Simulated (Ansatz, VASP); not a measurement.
KF: VASP beside Ansatz

File POSCAR:

```
KF
1.0
    0.0000000000      2.6734993184      2.6734993184
    2.6734993184      0.0000000000      2.6734993184
    2.6734993184      2.6734993184      0.0000000000
K F
1 1
Direct
    0.0000000000      0.0000000000      0.0000000000
    0.5000000000      0.5000000000      0.5000000000
```

Contents of INCAR.step1:

```
SYSTEM = KF
PREC = Accurate
ENCUT = 520
EDIFF = 1E-5
ISMEAR = 0
SIGMA = 0.05
LREAL = .FALSE.
LASPH = .TRUE.
NELM = 60
ALGO = Normal
ISIF = 2
LWAVE = .TRUE.
NBANDS = 15
GGA = PE
```

File INCAR.step2:

```
SYSTEM = KF
PREC = Accurate
ENCUT = 520
EDIFF = 1E-7
ISMEAR = 0
SIGMA = 0.05
LREAL = .FALSE.
LASPH = .TRUE.
NELM = 60
ALGO = Normal
ISIF = 2
LWAVE = .FALSE.
LCHARG = .TRUE.
GGA = PE
LHFCALC = .TRUE.
AEXX = 0.25
PRECFOCK = Normal
LELF = .TRUE.
LVHAR = .TRUE.
NBANDS = 15
ISTART = 1
```

File KPOINTS:

```
regular mesh
0
G
  4 4 4
  0 0 0
```

Input for Ansatz:

```yaml
crystal:
  lattice:
    - [0.0, 2.6734993184, 2.6734993184]
    - [2.6734993184, 0.0, 2.6734993184]
    - [2.6734993184, 2.6734993184, 0.0]
  atoms:
    - { symbol: K, position: [0.0, 0.0, 0.0] }
    - { symbol: F, position: [0.5, 0.5, 0.5] }
basis:
  ecutwfc: 420
  ecutrho_ratio: 4
kpoints:
  mp_grid: { grid: [4, 4, 4] }
hamiltonian:
  xc: pbe0
scf:
  occupations: { method: gaussian, width: 0.05 }
  n_extra_bands: 9
output:
  forces: true
  stress: true
  eigenvalues: true
  populations: true
  dos: { projected: true, de: 0.02 }
```

Alike in both runs: task single point; functional PBE0; k mesh 4 × 4 × 4; occupations gaussian, width 0.05 eV; no spin polarisation.

|  | VASP | Ansatz |
| --- | --- | --- |
| version | VASP 6.6.1 | Ansatz 0.2.0 |
| potentials or method | VASP PAW PBE potentials, release 64 (K_sv, F), cutoff 520 eV | scalar-relativistic, plane waves, PAW |
| valence electrons in the cell | 16 | 16 |

VASP gave:

* gap on the k mesh at the Fermi level (eV): 8.94
* least direct gap on the mesh (eV): 8.94
* pressure (GPa): 0.4

Q: Which values does Ansatz return?

A: gap on the k mesh at the Fermi level (eV): 8.95; least direct gap on the mesh (eV): 8.95; pressure (GPa): 0.4.

With one functional, cell and mesh, what is left measures potentials, basis and numerics. Ansatz's warnings: stress exchange threshold loose, stress scf threshold loose.

The k mesh is coarse, so the values compare programs but aren't converged.
